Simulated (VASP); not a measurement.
# Ni (Fm-3m) in VASP: single point with r2SCAN

Aim: the single point of Ni with r2SCAN.

Program: VASP 6.6.1. These are calculated values, not measurements. Logs are shortened: lines on timing, memory, paths and dates and some standing lists are left out, and cuts for length are marked.

## 1. The cell of the first run

The structure is cubic, space group Fm-3m (No. 225). Conventional cell: a = 3.595 Å, b = 3.595 Å, c = 3.595 Å, α = 90.00°, β = 90.00°, γ = 90.00°. Ni (site symmetry m-3m) has 12 Ni at 2.54 Å within 3.4 Å.

## 2. Single point, r2SCAN, collinear spin, antiferromagnetic start

File POSCAR:

```
Ni
1.0
    0.0000000000     -1.7975000000     -1.7975000000
   -3.5950000000     -1.7975000000     -1.7975000000
    0.0000000000      1.7975000000     -1.7975000000
Ni
2
Direct
    0.0000000000      0.0000000000      0.0000000000
    0.0000000000      0.5000000000      0.5000000000
```

File INCAR.step1:

```
SYSTEM = Ni
PREC = Accurate ; ENCUT = 520
ISMEAR = -1 ; SIGMA = 0.1
LREAL = .False. ; LASPH = .True.
NELM = 150 ; ISPIN = 2
MAGMOM = 1.3 -1.3 ; LMAXMIX = 4
NBANDS = 21 ; ISYM = 0
GGA = PE ; ALGO = Normal
EDIFF = 1E-4 ; LWAVE = .True.
LCHARG = .False.
```

File INCAR.step2:

```
SYSTEM = Ni
PREC = Accurate ; ENCUT = 520
EDIFF = 1E-7 ; ISMEAR = -1
SIGMA = 0.1 ; LREAL = .False.
LASPH = .True. ; NELM = 150
ALGO = Normal ; ISIF = 2
LWAVE = .False. ; LCHARG = .False.
ISPIN = 2 ; MAGMOM = 1.3 -1.3
LORBIT = 11 ; LMAXMIX = 4
METAGGA = R2SCAN ; LMIXTAU = .True.
NBANDS = 21 ; ISYM = 0
ISTART = 1
```

File KPOINTS:

```
Automatic mesh
0
Gamma
  14 8 11
  0 0 0
```

Potentials or basis: VASP PAW PBE potentials, release 64 (Ni).

The run is started by

```bash
cat potpaw_PBE.64/Ni/POTCAR > POTCAR
cp INCAR.step1 INCAR
mpirun -np 1 vasp_std > vasp.out
cp INCAR.step2 INCAR
mpirun -np 1 vasp_std > vasp.out
```

OUTCAR:

```text
SYSTEM = Ni
   PREC = Accurate
   ENCUT = 520
   EDIFF = 1E-7
   ISMEAR = -1
   LREAL = .False.
   LASPH = .True.
   NELM = 150
   ISIF = 2
   ISPIN = 2
   LORBIT = 11
   METAGGA = R2SCAN
   ISYM = 0
   ISTART = 1

 ion  position               nearest neighbor table
   1  0.000  0.000  0.000-   2 2.54   2 2.54   2 2.54   2 2.54   2 2.54   2 2.54   2 2.54   2 2.54

   2  0.000  0.500  0.500-   1 2.54   1 2.54   1 2.54   1 2.54   1 2.54   1 2.54   1 2.54   1 2.54

IMPORTANT INFORMATION: All symmetrisations will be switched off!
NOSYMM: (Re-)initialisation of all symmetry stuff for point group C_1.

----------------------------------------------------------------------------------------

                                     Primitive cell

  volume of cell :      23.2309

  direct lattice vectors                    reciprocal lattice vectors
     0.000000000 -1.797500000 -1.797500000     0.278164117 -0.278164117 -0.278164117
    -3.595000000 -1.797500000 -1.797500000    -0.278164117  0.000000000  0.000000000
     0.000000000  1.797500000 -1.797500000     0.000000000  0.278164117 -0.278164117

  length of vectors
     2.542048878  4.402957813  2.542048878     0.481794383  0.278164117  0.393383467

  position of ions in fractional coordinates (direct lattice)
     0.000000000  0.000000000  0.000000000
     0.000000000  0.500000000  0.500000000

  ion indices of the primitive-cell ions
   primitive index   ion index
                 1           1
                 2           2

----------------------------------------------------------------------------------------

 KPOINTS: Automatic mesh

Automatic generation of k-mesh.
 Grid dimensions read from file:
 generate k-points for:   14    8   11

 Generating k-lattice:

  Cartesian coordinates                     Fractional coordinates (reciprocal lattice)
     0.019868865 -0.019868865 -0.019868865     0.071428571  0.000000000  0.000000000
    -0.034770515  0.000000000  0.000000000     0.000000000  0.125000000  0.000000000
     0.000000000  0.025287647 -0.025287647     0.000000000  0.000000000  0.090909091

  Length of vectors
     0.034413885  0.034770515  0.035762133

  Shift w.r.t. Gamma in fractional coordinates (k-lattice)
     0.000000000  0.000000000  0.000000000

 -----------------------------------------------------------------------------
|                                                                             |
|           W    W    AA    RRRRR   N    N  II  N    N   GGGG   !!!           |
|           W    W   A  A   R    R  NN   N  II  NN   N  G    G  !!!           |
|           W    W  A    A  R    R  N N  N  II  N N  N  G       !!!           |
|           W WW W  AAAAAA  RRRRR   N  N N  II  N  N N  G  GGG   !            |
|           WW  WW  A    A  R   R   N   NN  II  N   NN  G    G                |
|           W    W  A    A  R    R  N    N  II  N    N   GGGG   !!!           |
|                                                                             |
|     Your reciprocal lattice and k-lattice belong to different lattice       |
|     classes:                                                                |
|                                                                             |
|        The reciprocal lattice is simple tetragonal,                         |
|        whereas your k-lattice is simple monoclinic.                         |
|                                                                             |
|     Results are often still useful ...                                      |
|                                                                             |
 -----------------------------------------------------------------------------

 WARNING: IBZKPT: internal override: KBLOWUP is changed to .FALSE.
      ... skipping the blow-up phase ...

 Subroutine IBZKPT returns following result:
 ===========================================

 Found    618 irreducible k-points:

 Following reciprocal coordinates:
            Coordinates               Weight
  0.000000  0.000000  0.000000      1.000000
  0.071429  0.000000  0.000000      2.000000
  0.142857  0.000000  0.000000      2.000000
  0.214286  0.000000  0.000000      2.000000
  0.285714  0.000000  0.000000      2.000000
  0.357143  0.000000  0.000000      2.000000
[... 16 lines left out ...]
  0.000000  0.250000  0.000000      2.000000
  0.071429  0.250000  0.000000      2.000000
 [... further k-points ...]
   k-points           NKPTS =    618   k-points in BZ     NKDIM =    618   number of bands    NBANDS=     21
   number of dos      NEDOS =    301   number of ions     NIONS =      2
   total plane-waves  NPLWV =  14400
   dimension x,y,z NGX =    20 NGY =   36 NGZ =   20
   dimension x,y,z NGXF=    40 NGYF=   72 NGZF=   40
   ions per type =               2
   NGX,Y,Z   is equivalent  to a cutoff of  13.08, 13.59, 13.08 a.u.
   NGXF,Y,Z  is equivalent  to a cutoff of  26.16, 27.19, 26.16 a.u.
 SYSTEM =  Ni
   PREC   = accura    normal or accurate (medium, high low for compatibility)
   ISTART =      1    job   : 0-new  1-cont  2-samecut
   ICHARG =      0    charge: 1-file 2-atom 10-const
   ISPIN  =      2    spin polarized calculation?
   LNONCOLLINEAR =      F non collinear calculations
   LSORBIT =      F    spin-orbit coupling
   LASPH  =      T    aspherical Exc in radial PAW
   ENCUT  =  520.0 eV  38.22 Ry    6.18 a.u.   4.73  8.19  4.73*2*pi/ulx,y,z
   NELM   =    150;   NELMIN=  2; NELMDL=  0     # of ELM steps
   EDIFF  = 0.1E-06   stopping-criterion for ELM
   LREAL  =      F    real-space projection
   EDIFFG = 0.1E-05   stopping-criterion for IOM
   NSW    =      0    number of steps for IOM
   IBRION =     -1    ionic relax: 0-MD 1-quasi-New 2-CG
   NFREE  =      0    steps in history (QN), initial steepest desc. (CG)
   ISIF   =      2    stress and relaxation
   ISYM   =      0    0-nonsym 1-usesym 2-fastsym
   POTIM  = 0.5000    time-step for ionic-motion
   TEBEG  =    0.0;   TEEND  =   0.0 temperature during run
   PSTRESS=    0.0 pullay stress
   NELECT =      20.0000    total number of electrons
   NUPDOWN=      -1.0000    fix difference up-down
   EMIN   =  10.00;   EMAX   =-10.00  energy-range for DOS
   EFERMI =   0.00;   METHOD = LEGACY
   ISMEAR =    -1;   SIGMA  =   0.10  broadening in eV -4-tet -1-fermi 0-gaus
   EFERMI_NEDOS =   21; number of points for ismear=-14 and -15
   IALGO  =     38    algorithm
   IMIX   =      4    mixing-type and parameters
     AMIX     =   0.40;   BMIX     =  1.00
     AMIX_MAG =   1.60;   BMIX_MAG =  1.00
  volume/ion in A,a.u.               =      11.62        78.39
  Fermi-wavevector in a.u.,A,eV,Ry     =   1.557385  2.943031 33.000216  2.425447
  Thomas-Fermi vector in A             =   2.661043
   LORBIT       =     11    0 simple, 1 ext, 2 COOP (PROOUT), +10 PAW based schemes
   METAGGA = R2SCAN    functional components
   LHFCALC =     F    Hartree Fock is set to
   AEXX    =    0.0000 exact exchange contribution
   IVDW    =     0    specifies the selected vdW correction
   LEPSILON=     F    determine dielectric tensor
   LRPA    =     F    only Hartree local field effects (RPA)
 spin polarized calculation
  energy-cutoff  :      520.00
  volume of cell :       23.23
 maximum number of plane-waves:       649
   NGX =  9   NGY = 17   NGZ =  9

 number of electron      19.9999998 magnetization      -0.0000243

 number of electron      19.9999998 magnetization       0.0000010

 Free energy of the ion-electron system (eV)
  ---------------------------------------------------
  ext. energy  EPLUGINS =         0.00000000
  ---------------------------------------------------
  free energy    TOTEN  =       -23.59632618 eV

  energy without entropy =      -23.41604892  energy(sigma->0) =      -23.50618755

 E-fermi :   8.0878     XC(G=0): -13.9103

 val. band max:        8.0877888398   @ k =   0.2143   0.5000   0.0000
 cond. band min:       8.0890822397   @ k =  -0.4286   0.3750   0.3636
 fundamental gap:      0.0012933999
 Fermi energy:         8.0878420512

 spin component 1

 k-point     1 :       0.0000    0.0000    0.0000
  band No.  band energies     occupation
      1      -0.6114      1.00000
      2       4.0403      1.00000
      3       4.6416      1.00000
      4       6.3733      1.00000
      5       6.3744      1.00000
      6       6.3744      1.00000
[... 13 lines left out ...]
     20      36.0617      0.00000
     21      36.0623      0.00000

 k-point     2 :       0.0714    0.0000    0.0000
  band No.  band energies     occupation
      1      -0.4138      1.00000
      2       4.1086      1.00000
      3       4.7019      1.00000
      4       6.3227      1.00000
      5       6.4157      1.00000
      6       6.4160      1.00000
[... 520 lines left out ...]
 k-point    24 :       0.0714    0.2500    0.0000
  band No.  band energies     occupation
      1      -0.0727      1.00000
      2       4.0889      1.00000
      3       4.8026      1.00000
      4       6.2188      1.00000
      5       6.4910      1.00000
      6       6.4962      1.00000
[... 13 lines left out ...]
     20      33.5342      0.00000
     21      35.9212      0.00000

 [... further k-points ...]

 spin component 2

 k-point     1 :       0.0000    0.0000    0.0000
  band No.  band energies     occupation
      1      -0.6114      1.00000
      2       4.0401      1.00000
      3       4.6410      1.00000
      4       6.3736      1.00000
      5       6.3737      1.00000
      6       6.3748      1.00000
[... 13 lines left out ...]
     20      36.0617      0.00000
     21      36.0623      0.00000

 k-point     2 :       0.0714    0.0000    0.0000
  band No.  band energies     occupation
      1      -0.4138      1.00000
      2       4.1084      1.00000
      3       4.7013      1.00000
      4       6.3227      1.00000
      5       6.4153      1.00000
      6       6.4164      1.00000
[... 520 lines left out ...]
 k-point    24 :       0.0714    0.2500    0.0000
  band No.  band energies     occupation
      1      -0.0727      1.00000
      2       4.0887      1.00000
      3       4.8020      1.00000
      4       6.2183      1.00000
      5       6.4911      1.00000
      6       6.4966      1.00000
[... 13 lines left out ...]
     20      33.5342      0.00000
     21      35.9211      0.00000

 [... further k-points ...]

------------------------ aborting loop because EDIFF is reached ----------------------------------------

  FORCE on cell =-STRESS in cart. coord.  units (eV):
  Direction    XX          YY          ZZ          XY          YZ          ZX
  --------------------------------------------------------------------------------------
  -------------------------------------------------------------------------------------
  Total       -2.7001343     -2.6664983     -2.6664973      0.0004618     -0.0064613      0.0004618
  in kB     -186.2212613   -183.9014703   -183.9013998      0.0318469     -0.4456180      0.0318498
  external PRESSURE =    -184.6747104 kB  Pullay stress =       0.0000000 kB

 VOLUME and BASIS-vectors are now :
 -----------------------------------------------------------------------------
  energy-cutoff  :      520.00
  volume of cell :       23.23
      direct lattice vectors                 reciprocal lattice vectors
     0.000000000 -1.797500000 -1.797500000     0.278164117 -0.278164117 -0.278164117
    -3.595000000 -1.797500000 -1.797500000    -0.278164117  0.000000000  0.000000000
     0.000000000  1.797500000 -1.797500000     0.000000000  0.278164117 -0.278164117

 POSITION                                       TOTAL-FORCE (eV/Angst)
 -----------------------------------------------------------------------------------
      0.00000      0.00000      0.00000        -0.000000      0.000000      0.000000
     -1.79750      0.00000     -1.79750         0.000000     -0.000000     -0.000000
 -----------------------------------------------------------------------------------
    total drift:                                0.000000     -0.000000     -0.000000

  FREE ENERGIE OF THE ION-ELECTRON SYSTEM (eV)
  ---------------------------------------------------
  free  energy   TOTEN  =       -23.5963261761 eV

  energy  without entropy=      -23.4160489209  energy(sigma->0) =      -23.50618755

 total charge

# of ion       s       p       d       tot
------------------------------------------
    1        0.479   0.449   8.316   9.243
    2        0.479   0.449   8.316   9.243
--------------------------------------------------
tot          0.957   0.898  16.631  18.487

 magnetization (x)

# of ion       s       p       d       tot
------------------------------------------
    1       -0.000   0.000  -0.000  -0.000
    2       -0.000  -0.000   0.000   0.000
--------------------------------------------------
tot         -0.000  -0.000   0.000   0.000
```

It took 47 min on 1 thread of Oxide Virtual Turin-like, shared host; peak memory 0.46 GiB.

Results:

| Quantity | Value |
| --- | --- |
| Free energy | -23.5963 eV |
| Pressure | -18.5 GPa |
| Band gap on the k mesh | zero (filled and empty bands overlap) |
| Net moment | 0.00 μB per cell |
| Valence electrons inside the program's atomic spheres | Ni 9.24 |

Caveat: the cell stands under tension; the PAW data sets were made with another functional, which shifts forces and pressure a little.
